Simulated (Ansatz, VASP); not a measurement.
## Hf6F in VASP and in Ansatz

```xyz
7
Lattice="0.0000 0.0000 5.1802 5.6205 0.0000 0.0000 -2.8102 4.8675 0.0000" Properties=species:S:1:pos:R:3 pbc="T T T"
Hf    0.9665    1.6739    3.8166
Hf    1.8438    3.1935    1.3636
Hf    1.9329    0.0000    1.3636
Hf   -1.8438    3.1935    3.8166
Hf    4.6540    1.6739    1.3636
Hf    3.6876    0.0000    3.8166
F     5.6205    0.0000    0.0000
```

Alike in both runs: task single point; functional PBE; k mesh 4 × 6 × 6; occupations gaussian, width 0.2 eV; no spin polarisation.

|  | VASP | Ansatz |
| --- | --- | --- |
| version | VASP 6.6.1 | Ansatz 0.2.0 |
| potentials or method | VASP PAW PBE potentials, release 64 (Hf_pv, F), cutoff 520 eV | scalar-relativistic, plane waves, PAW |
| valence electrons in the cell | 67 | 163 |

|  | VASP | Ansatz | Ansatz less VASP |
| --- | --- | --- | --- |
| gap on the k mesh at the Fermi level (eV) | none | none | - |
| pressure (GPa) | -0.8 | 0.0 | +0.78 |
| traceless stress, the component that is largest in VASP (GPa) | 0.18 | 0.24 | +0.063 |
| rms of the force components (eV/Å) | 0.022 | 0.008 | -0.0143 |

Atom by atom the forces differ by 0.019 eV/Å (rms over components). A gap of «none» marks a metal or a gap that the smearing closes. VASP's potentials hold 67 valence electrons a cell and Ansatz's 163, so a difference there can come from the potentials and not from the codes.

Spin-orbit coupling is off throughout.
